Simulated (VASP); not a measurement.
CoO, 2 atoms in the cell. Symmetry: R-3m, No. 166, trigonal system. The conventional cell has a = 3.011 Å, b = 3.011 Å, c = 7.320 Å, α = 90.00°, β = 90.00°, γ = 120.00°. Co (site symmetry -3m) has 6 O at 2.12 Å within 2.8 Å. O (site symmetry -3m) has 6 Co at 2.12 Å within 2.8 Å. 

```yaml
Program: VASP 6.6.1
Task: single point
Functional: PBEsol
Potentials_or_basis: VASP PAW PBE potentials, release 64 (Co, O)
Cutoff: 520 eV
k_mesh: 18 × 18 × 18
Occupations: gaussian, width 0.1 eV
Spin: collinear spin, ferromagnetic start
Starting_moments: "[3.0, 1.0] μB"
Dipole_correction: no
Further_INCAR_settings: ALGO = Normal; EDIFF = 1e-06; NBANDS = 18
```

Potentials or basis: VASP PAW PBE potentials, release 64 (Co, O).

Command:

```bash
$ cat potpaw_PBE.64/Co/POTCAR potpaw_PBE.64/O/POTCAR > POTCAR
$ mpirun -np 1 vasp_std > vasp.out
```

Hardware: 1 thread of Oxide Virtual Turin-like Processor, on a shared host.

**Question.** How long does it take, and how much memory?

**Answer.** It took 7 min on 1 thread of Oxide Virtual Turin-like Processor, with other jobs on the host, peak memory 0.37 GiB. Counts: scf iterations 16, k points 580.
